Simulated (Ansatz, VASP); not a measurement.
## Cu in VASP and in Ansatz

```
Cu
1.0
    -2.51980    0.00000    0.00000
    -1.25990   -2.18221    0.00000
    -1.25977   -0.72733   16.47051
Cu
8
Direct
  0.85418 0.85418 0.43750
  0.68753 0.68753 0.93750
  0.31250 0.31250 0.06250
  0.14585 0.14585 0.56250
  0.93751 0.93751 0.18750
  0.77086 0.77086 0.68750
  0.56251 0.56251 0.31250
  0.39586 0.39586 0.81250
```

Alike in both runs: task single point; functional PBEsol; k mesh 21 × 21 × 3; occupations gaussian, width 0.15 eV; no spin polarisation.

|  | VASP | Ansatz |
| --- | --- | --- |
| version | VASP 6.6.1 | Ansatz 0.2.0 |
| potentials or method | VASP PAW PBE potentials, release 64 (Cu), cutoff 520 eV | scalar-relativistic, plane waves, PAW |
| valence electrons in the cell | 88 | 152 |

|  | VASP | Ansatz | Ansatz less VASP |
| --- | --- | --- | --- |
| gap on the k mesh at the Fermi level (eV) | none | none | - |
| pressure (GPa) | 0.9 | -0.1 | -0.98 |
| traceless stress, the component that is largest in VASP (GPa) | 0.54 | 0.56 | +0.023 |
| rms of the force components (eV/Å) | 0.011 | 0.012 | +0.0005 |

VASP's potentials were made for PBE, not for PBEsol. Atom by atom the forces differ by 0.001 eV/Å (rms over components). A gap of «none» marks a metal or a gap that the smearing closes. VASP's potentials hold 88 valence electrons a cell and Ansatz's 152, so a difference there can come from the potentials and not from the codes.
